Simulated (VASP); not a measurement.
# HfC3 (P6_3/mmc) in VASP: a series of runs

The runs below take HfC3 through single point, relaxation of cell and atoms, with PBE.

Everything below comes from runs of VASP 6.6.1. Logs are shortened: lines on timing, memory, paths and dates and some standing lists are left out, and cuts for length are marked.

## (1) The cell of the first run

It takes space group P6_3/mmc (No. 194, hexagonal). The conventional cell has a = 4.978 Å, b = 4.978 Å, c = 3.996 Å, α = 90.00°, β = 90.00°, γ = 120.00°. Within 3.2 Å of Hf (site symmetry -6m2) lie 12 C at 2.46 to 2.49 Å. C (site symmetry mm2) has 4 Hf at 2.46 to 2.49 Å and 8 C at 2.46 to 2.49 Å within 3.2 Å.

## (2) Single point, PBE

Input file INCAR:

```
SYSTEM = HfC3
ALGO = Normal ; EDIFF = 1E-7
ENCUT = 520 ; GGA = PE
ISIF = 2 ; ISMEAR = 0
LASPH = .TRUE. ; LCHARG = .TRUE.
LELF = .TRUE. ; LREAL = .FALSE.
LVHAR = .TRUE. ; LWAVE = .FALSE.
NBANDS = 32 ; NELM = 80
PREC = Accurate ; SIGMA = 0.1
```

Input file KPOINTS:

```
k-points
0
G
  6 6 4
  0 0 0
```

Input file POSCAR:

```
HfC3
1.0
    4.9782244604      0.0000000000      0.0000000000
   -2.4891122302      4.3112688485      0.0000000000
    0.0000000000      0.0000000000      3.9957932313
Hf C
2 6
Direct
    0.3333333333      0.6666666667      0.2500000000
    0.6666666667      0.3333333333      0.7500000000
    0.8330000000      0.6660000000      0.2500000000
    0.1670000000      0.8330000000      0.7500000000
    0.3340000000      0.1670000000      0.2500000000
    0.1670000000      0.3340000000      0.7500000000
    0.8330000000      0.1670000000      0.2500000000
    0.6660000000      0.8330000000      0.7500000000
```

Potentials or basis: VASP PAW PBE potentials, release 64 (Hf_pv, C).

Started as:

```console
> cat potpaw_PBE.64/Hf_pv/POTCAR potpaw_PBE.64/C/POTCAR > POTCAR
> mpirun -np 1 vasp_std > vasp.out
```

OUTCAR:

```text
SYSTEM = HfC3
   EDIFF = 1E-7
   ENCUT = 520
   GGA = PE
   ISIF = 2
   ISMEAR = 0
   LASPH = .TRUE.
   LREAL = .FALSE.
   NELM = 80
   PREC = Accurate

 ion  position               nearest neighbor table
   1  0.333  0.667  0.250-   4 2.46   4 2.46   8 2.46   8 2.46   6 2.46   6 2.46   3 2.49   5 2.49
                             7 2.49   7 2.49   3 2.49   5 2.49   2 3.50   2 3.50   2 3.50   2 3.50
   2  0.667  0.333  0.750-   7 2.46   7 2.46   5 2.46   5 2.46   3 2.46   3 2.46   6 2.49   8 2.49
                             4 2.49   4 2.49   6 2.49   8 2.49   1 3.50   1 3.50   1 3.50   1 3.50
   3  0.833  0.666  0.250-   2 2.46   2 2.46   1 2.49   1 2.49
   4  0.167  0.833  0.750-   1 2.46   1 2.46   2 2.49   2 2.49
   5  0.334  0.167  0.250-   2 2.46   2 2.46   1 2.49   1 2.49
   6  0.167  0.334  0.750-   1 2.46   1 2.46   2 2.49   2 2.49
   7  0.833  0.167  0.250-   2 2.46   2 2.46   1 2.49   1 2.49
   8  0.666  0.833  0.750-   1 2.46   1 2.46   2 2.49   2 2.49

  LATTYP: Found a hexagonal cell.
 ALAT       =     4.9782244604
 C/A-ratio  =     0.8026542923

  Lattice vectors:

 A1 = (   4.9782244604,   0.0000000000,   0.0000000000)
 A2 = (  -2.4891122302,   4.3112688485,   0.0000000000)
 A3 = (   0.0000000000,   0.0000000000,   3.9957932313)

Analysis of symmetry for initial positions (statically):
=====================================================================
 Subroutine PRICEL returns:
 Original cell was already a primitive cell.

 Routine SETGRP: Setting up the symmetry group for a
 hexagonal supercell.

 Subroutine GETGRP returns: Found 24 space group operations
 (whereof 12 operations were pure point group operations)
 out of a pool of 24 trial point group operations.

The static configuration has the point symmetry D_3d.
 The point group associated with its full space group is D_6h.

Analysis of symmetry for dynamics (positions and initial velocities):
=====================================================================
 Subroutine PRICEL returns:
 Original cell was already a primitive cell.

 Routine SETGRP: Setting up the symmetry group for a
 hexagonal supercell.

 Subroutine GETGRP returns: Found 24 space group operations
 (whereof 12 operations were pure point group operations)
 out of a pool of 24 trial point group operations.

The dynamic configuration has the point symmetry D_3d.
 The point group associated with its full space group is D_6h.

 Subroutine INISYM returns: Found 24 space group operations
 (whereof 12 operations are pure point group operations),
 and found     1 'primitive' translations

----------------------------------------------------------------------------------------

                                     Primitive cell

  volume of cell :      85.7596

  direct lattice vectors                    reciprocal lattice vectors
     4.978224460  0.000000000  0.000000000     0.200874832  0.115975138  0.000000000
    -2.489112230  4.311268849  0.000000000     0.000000000  0.231950276  0.000000000
     0.000000000  0.000000000  3.995793231     0.000000000  0.000000000  0.250263200

  length of vectors
     4.978224460  4.978224460  3.995793231     0.231950276  0.231950276  0.250263200

  position of ions in fractional coordinates (direct lattice)
     0.333333333  0.666666667  0.250000000
     0.666666667  0.333333333  0.750000000
     0.833000000  0.666000000  0.250000000
     0.167000000  0.833000000  0.750000000
     0.334000000  0.167000000  0.250000000
     0.167000000  0.334000000  0.750000000
     0.833000000  0.167000000  0.250000000
     0.666000000  0.833000000  0.750000000

  ion indices of the primitive-cell ions
   primitive index   ion index
                 1           1
                 2           2
                 3           3
                 4           4
                 5           5
                 6           6
                 7           7
                 8           8

----------------------------------------------------------------------------------------

 KPOINTS: k-points

Automatic generation of k-mesh.
 Grid dimensions read from file:
 generate k-points for:    6    6    4

 Generating k-lattice:

  Cartesian coordinates                     Fractional coordinates (reciprocal lattice)
     0.033479139  0.019329190  0.000000000     0.166666667 -0.000000000  0.000000000
     0.000000000  0.038658379  0.000000000     0.000000000  0.166666667  0.000000000
     0.000000000  0.000000000  0.062565800     0.000000000  0.000000000  0.250000000

  Length of vectors
     0.038658379  0.038658379  0.062565800

  Shift w.r.t. Gamma in fractional coordinates (k-lattice)
     0.000000000  0.000000000  0.000000000

 Subroutine IBZKPT returns following result:
 ===========================================

 Found     21 irreducible k-points:

 Following reciprocal coordinates:
            Coordinates               Weight
  0.000000  0.000000  0.000000      1.000000
  0.166667  0.000000  0.000000      6.000000
  0.333333  0.000000  0.000000      6.000000
  0.500000  0.000000  0.000000      3.000000
  0.166667  0.166667  0.000000      6.000000
  0.333333  0.166667  0.000000     12.000000
[... 13 lines left out ...]
  0.333333  0.166667  0.500000     12.000000
  0.333333  0.333333  0.500000      2.000000
   k-points           NKPTS =     21   k-points in BZ     NKDIM =     21   number of bands    NBANDS=     32
   number of dos      NEDOS =    301   number of ions     NIONS =      8
   total plane-waves  NPLWV =  48000
   dimension x,y,z NGX =    40 NGY =   40 NGZ =   30
   dimension x,y,z NGXF=    80 NGYF=   80 NGZF=   60
   ions per type =               2   6
   NGX,Y,Z   is equivalent  to a cutoff of  13.36, 13.36, 12.48 a.u.
   NGXF,Y,Z  is equivalent  to a cutoff of  26.72, 26.72, 24.96 a.u.
 SYSTEM =  HfC3
   PREC   = accura    normal or accurate (medium, high low for compatibility)
   ISTART =      0    job   : 0-new  1-cont  2-samecut
   ICHARG =      2    charge: 1-file 2-atom 10-const
   ISPIN  =      1    spin polarized calculation?
   LNONCOLLINEAR =      F non collinear calculations
   LSORBIT =      F    spin-orbit coupling
   LASPH  =      T    aspherical Exc in radial PAW
   ENCUT  =  520.0 eV  38.22 Ry    6.18 a.u.   9.26  9.26  7.43*2*pi/ulx,y,z
   NELM   =     80;   NELMIN=  2; NELMDL= -5     # of ELM steps
   EDIFF  = 0.1E-06   stopping-criterion for ELM
   LREAL  =      F    real-space projection
   EDIFFG = 0.1E-05   stopping-criterion for IOM
   NSW    =      0    number of steps for IOM
   IBRION =     -1    ionic relax: 0-MD 1-quasi-New 2-CG
   NFREE  =      0    steps in history (QN), initial steepest desc. (CG)
   ISIF   =      2    stress and relaxation
   ISYM   =      2    0-nonsym 1-usesym 2-fastsym
   POTIM  = 0.5000    time-step for ionic-motion
   TEBEG  =    0.0;   TEEND  =   0.0 temperature during run
   PSTRESS=    0.0 pullay stress
   NELECT =      44.0000    total number of electrons
   NUPDOWN=      -1.0000    fix difference up-down
   EMIN   =  10.00;   EMAX   =-10.00  energy-range for DOS
   EFERMI =   0.00;   METHOD = LEGACY
   ISMEAR =     0;   SIGMA  =   0.10  broadening in eV -4-tet -1-fermi 0-gaus
   EFERMI_NEDOS =   21; number of points for ismear=-14 and -15
   IALGO  =     38    algorithm
   IMIX   =      4    mixing-type and parameters
     AMIX     =   0.40;   BMIX     =  1.00
     AMIX_MAG =   1.60;   BMIX_MAG =  1.00
  volume/ion in A,a.u.               =      10.72        72.34
  Fermi-wavevector in a.u.,A,eV,Ry     =   1.310584  2.476645 23.369781  1.717630
  Thomas-Fermi vector in A             =   2.441104
   LORBIT       =      0    0 simple, 1 ext, 2 COOP (PROOUT), +10 PAW based schemes
   GGA     = PE    functional components
   LHFCALC =     F    Hartree Fock is set to
   AEXX    =    0.0000 exact exchange contribution
   IVDW    =     0    specifies the selected vdW correction
   LEPSILON=     F    determine dielectric tensor
   LRPA    =     F    only Hartree local field effects (RPA)
 non-spin polarized calculation
 Gauss-broadening in eV      SIGMA  =   0.10
  energy-cutoff  :      520.00
  volume of cell :       85.76
 maximum number of plane-waves:      2331
 NGX is ok and might be reduce to    40
   NGX = 19   NGY = 19   NGZ = 15

 number of electron      44.0000001 magnetization

 Free energy of the ion-electron system (eV)
  ---------------------------------------------------
  ext. energy  EPLUGINS =         0.00000000
  ---------------------------------------------------
  free energy    TOTEN  =       -59.27615532 eV

  energy without entropy =      -59.25834826  energy(sigma->0) =      -59.26725179

 E-fermi :   5.7047     XC(G=0): -12.0970

 val. band max:        5.6536696711   @ k =   0.3333   0.1667   0.2500
 cond. band min:       5.7533853627   @ k =   0.3333   0.1667   0.0000
 fundamental gap:      0.0997156916
 Fermi energy:         5.7046668289

 k-point     1 :       0.0000    0.0000    0.0000
  band No.  band energies     occupation
      1     -24.8315      2.00000
      2     -24.8315      2.00000
      3     -24.7964      2.00000
      4     -24.6814      2.00000
      5     -24.6814      2.00000
      6     -24.6520      2.00000
[... 24 lines left out ...]
     31       9.5831      0.00000
     32      10.1079      0.00000

 k-point     2 :       0.1667    0.0000    0.0000
  band No.  band energies     occupation
      1     -24.8396      2.00000
      2     -24.8285      2.00000
      3     -24.7878      2.00000
      4     -24.6886      2.00000
      5     -24.6740      2.00000
      6     -24.6605      2.00000
[... 24 lines left out ...]
     31       9.6672      0.00000
     32      10.3389      0.00000

 k-point     3 :       0.3333    0.0000    0.0000
  band No.  band energies     occupation
      1     -24.8538      2.00000
      2     -24.8215      2.00000
      3     -24.7656      2.00000
      4     -24.7037      2.00000
      5     -24.6823      2.00000
      6     -24.6612      2.00000
[... 24 lines left out ...]
     31       9.8544      0.00000
     32      10.9647      0.00000

 k-point     4 :       0.5000    0.0000    0.0000
  band No.  band energies     occupation
      1     -24.8602      2.00000
      2     -24.8176      2.00000
      3     -24.7479      2.00000
      4     -24.7117      2.00000
      5     -24.6999      2.00000
      6     -24.6554      2.00000
[... 24 lines left out ...]
     31       9.8176      0.00000
     32      10.5881      0.00000

 k-point     5 :       0.1667    0.1667    0.0000
  band No.  band energies     occupation
      1     -24.8543      2.00000
      2     -24.8177      2.00000
      3     -24.7721      2.00000
      4     -24.7038      2.00000
      5     -24.6759      2.00000
      6     -24.6620      2.00000
[... 479 lines left out ...]
     31      10.2645      0.00000
     32      10.2645      0.00000

 k-point    19 :       0.1667    0.1667    0.5000
  band No.  band energies     occupation
      1     -24.8619      2.00000
      2     -24.8619      2.00000
      3     -24.7517      2.00000
      4     -24.7517      2.00000
      5     -24.6855      2.00000
      6     -24.6855      2.00000
[... 24 lines left out ...]
     31      10.9667      0.00000
     32      10.9667      0.00000

 k-point    20 :       0.3333    0.1667    0.5000
  band No.  band energies     occupation
      1     -24.8840      2.00000
      2     -24.8840      2.00000
      3     -24.7534      2.00000
      4     -24.7534      2.00000
      5     -24.6638      2.00000
      6     -24.6638      2.00000
[... 24 lines left out ...]
     31      11.1160      0.00000
     32      11.1160      0.00000

 k-point    21 :       0.3333    0.3333    0.5000
  band No.  band energies     occupation
      1     -24.8899      2.00000
      2     -24.8899      2.00000
      3     -24.7552      2.00000
      4     -24.7552      2.00000
      5     -24.6568      2.00000
      6     -24.6568      2.00000
[... 24 lines left out ...]
     31      11.8629      0.00000
     32      11.8629      0.00000

------------------------ aborting loop because EDIFF is reached ----------------------------------------

  FORCE on cell =-STRESS in cart. coord.  units (eV):
  Direction    XX          YY          ZZ          XY          YZ          ZX
  --------------------------------------------------------------------------------------
  -------------------------------------------------------------------------------------
  Total      -15.3347623    -15.3347623      0.6695469     -0.0000000     -0.0000000      0.0000000
  in kB     -286.4870812   -286.4870812     12.5086092     -0.0000000     -0.0000000      0.0000000
  external PRESSURE =    -186.8218510 kB  Pullay stress =       0.0000000 kB

 VOLUME and BASIS-vectors are now :
 -----------------------------------------------------------------------------
  energy-cutoff  :      520.00
  volume of cell :       85.76
      direct lattice vectors                 reciprocal lattice vectors
     4.978224460  0.000000000  0.000000000     0.200874832  0.115975138  0.000000000
    -2.489112230  4.311268849  0.000000000     0.000000000  0.231950276  0.000000000
     0.000000000  0.000000000  3.995793231     0.000000000  0.000000000  0.250263200

 POSITION                                       TOTAL-FORCE (eV/Angst)
 -----------------------------------------------------------------------------------
     -0.00000      2.87418      0.99895        -0.000000     -0.000000      0.000000
      2.48911      1.43709      2.99684         0.000000     -0.000000      0.000000
      2.48911      2.87131      0.99895         0.000000      0.454576     -0.000000
     -1.24207      3.59129      2.99684        -0.393674      0.227288      0.000000
      1.24705      0.71998      0.99895        -0.393674     -0.227288      0.000000
      0.00000      1.43996      2.99684         0.000000     -0.454576      0.000000
      3.73118      0.71998      0.99895         0.393674     -0.227288     -0.000000
      1.24207      3.59129      2.99684         0.393674      0.227288      0.000000
 -----------------------------------------------------------------------------------
    total drift:                               -0.000000      0.000000      0.000000

  FREE ENERGIE OF THE ION-ELECTRON SYSTEM (eV)
  ---------------------------------------------------
  free  energy   TOTEN  =       -59.2761553198 eV

  energy  without entropy=      -59.2583482574  energy(sigma->0) =      -59.26725179
```

Wall time 58 s (1 thread of Intel Xeon Platinum 8488C (Sapphire Rapids), shared host); peak memory 0.22 GiB.

Results:

* Free energy: -59.2762 eV
* Pressure: -18.7 GPa
* Largest force: 0.455 eV/Å
* Band gap on the k mesh: zero (bands 22 and 23 overlap by 3.43 eV)

Forces in eV/Å, atoms in the order of the input:
```
Hf   0.000  0.000  0.000
Hf   0.000  0.000  0.000
C    0.000  0.455  0.000
C   -0.394  0.227  0.000
C   -0.394 -0.227  0.000
C    0.000 -0.455  0.000
C    0.394 -0.227  0.000
C    0.394  0.227  0.000
```

Caveat: the k points lie up to 0.39 Å⁻¹ apart, too coarse for converged energies and pressures of a metal; spin-orbit coupling is left out, which moves the levels of the heavy elements.

(Continued in part 2 of 3.)

The gap in the log of VASP goes by the Fermi energy; the results here count the filled bands.